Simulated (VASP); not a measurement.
## Zr7CoO16: single point with PBEsol

The system is Zr7CoO16.

```
CELL_PARAMETERS angstrom
10.28408 0.00000 0.00000
5.14204 5.20869 0.00000
4.29560 0.00000 5.24199
ATOMIC_POSITIONS crystal
Co 0.00682 0.05056 0.16295
Zr 0.50802 0.04399 0.21546
Zr 0.94160 0.53466 0.30222
Zr 0.44145 0.54643 0.28741
Zr 0.48191 0.95592 0.79673
Zr 0.99060 0.95719 0.77753
Zr 0.55941 0.44908 0.71084
Zr 0.04998 0.46977 0.71099
O 0.71529 0.31306 0.33931
O 0.19150 0.32740 0.35504
O 0.98780 0.83227 0.13956
O 0.48686 0.81888 0.14735
O 0.80427 0.68300 0.64845
O 0.31220 0.66890 0.64090
O 0.51226 0.17715 0.85734
O 0.03507 0.16317 0.83766
O 0.60493 0.76329 0.47854
O 0.10391 0.76873 0.47308
O 0.12044 0.24089 0.04188
O 0.63559 0.24545 0.03231
O 0.87756 0.27340 0.55502
O 0.38364 0.25120 0.53253
O 0.37613 0.72818 0.97441
O 0.87277 0.73745 0.98249
```

| Item | Value |
| --- | --- |
| Program | VASP 6.6.1 |
| Task | single point |
| Functional | PBEsol |
| Potentials or basis | VASP PAW PBE potentials, release 64 (Co, Zr_sv, O) |
| Cutoff | 600 eV |
| k mesh | 3 × 3 × 3 |
| Occupations | gaussian, width 0.05 eV |
| Spin | collinear spin |
| Starting moments | [2.16, 0.0, 0.0, 0.0, 0.0, 0.0, 0.01, 0.0, 0.35, 0.0, 0.11, 0.01, 0.01, 0.02, 0.01, 0.12, 0.01, 0.04, 0.0, 0.01, 0.01, 0.0, 0.06, 0.01] μB |
| Dipole correction | no |
| Further INCAR settings | ALGO = Normal; EDIFF = 1e-06; NBANDS = 116 |

* Pressure: -4.6 GPa
* Largest force: 1.155 eV/Å
* Band gap on the k mesh: 0.24 eV (least direct gap 0.25 eV)
* Net moment: 1.00 μB per cell
* Site moments: Co +0.74; Zr +0.00, -0.00 (each value once); O +0.08, -0.00, +0.11, +0.01, +0.00, -0.04, -0.01, +0.02 (each value once) μB
* Valence electrons inside the program's atomic spheres: Co 8.00; Zr 9.68, 9.63, 9.64, 9.65, 9.69, 9.67 (each value once); O 4.95, 5.07, 4.97, 5.08, 5.06, 5.00, 4.99, 5.03 (each value once)

Forces on the atoms (eV/Å):
```
Co  -0.260 -0.131 -0.822
Zr  -0.054 -0.002  0.038
Zr  -0.021 -0.111 -0.114
Zr  -0.243  0.117  0.029
Zr   0.094  0.223 -0.030
Zr  -0.043  0.101 -0.047
Zr   0.116 -0.189 -0.010
Zr  -0.008 -0.037  0.086
O    0.399 -0.748 -0.785
O    0.023 -0.052  0.038
O    0.452  0.432  0.220
O   -0.033 -0.028 -0.007
O   -0.074  0.077  0.016
O    0.214 -0.230 -0.102
O    0.034  0.031 -0.028
O    0.022  0.053  0.896
O   -0.058 -0.013  0.070
O    0.041  0.088  0.045
O   -0.164 -0.113  0.158
O    0.025  0.094  0.001
O   -0.087  0.076  0.081
O    0.082 -0.039 -0.044
O   -0.460  0.352  0.272
O    0.003  0.049  0.039
```

Stress tensor (GPa, compression positive):
```
-4.60  1.96  1.20
 1.96 -5.78  0.07
 1.20  0.07 -3.41
```

Levels at points of the mesh, in eV from the valence-band top:
Spin up:
| k point | band 92 | band 93 | band 94 | band 95 | band 96 | band 97 | band 98 | band 99 |
| --- | --- | --- | --- | --- | --- | --- | --- | --- |
| (0.00, 0.00, 0.00) | -0.63 | -0.56 | -0.47 | -0.33 | 0.42 | 1.04 | 3.55 | 3.71 |
Spin down:
```csv
k point,band 90,band 91,band 92,band 93,band 94,band 95,band 96,band 97,band 98,band 99
"(0.00, 0.00, 0.00)",-0.91,-0.67,-0.48,-0.09,-0.06,0.29,0.79,1.43,3.56,3.71
```

Wall time 13 min on 4 MPI ranks on Intel(R) Xeon(R) 6975P-C (Granite Rapids) (shared host), peak memory 1.3 GiB a rank.

Caveat: the cell stands under tension; the PAW data sets were made with another functional, which shifts forces and pressure a little; an odd mesh through Γ misses points on the zone boundary, where band edges can lie; a cell with one magnetic atom can't hold antiferromagnetic order, which such compounds often take.
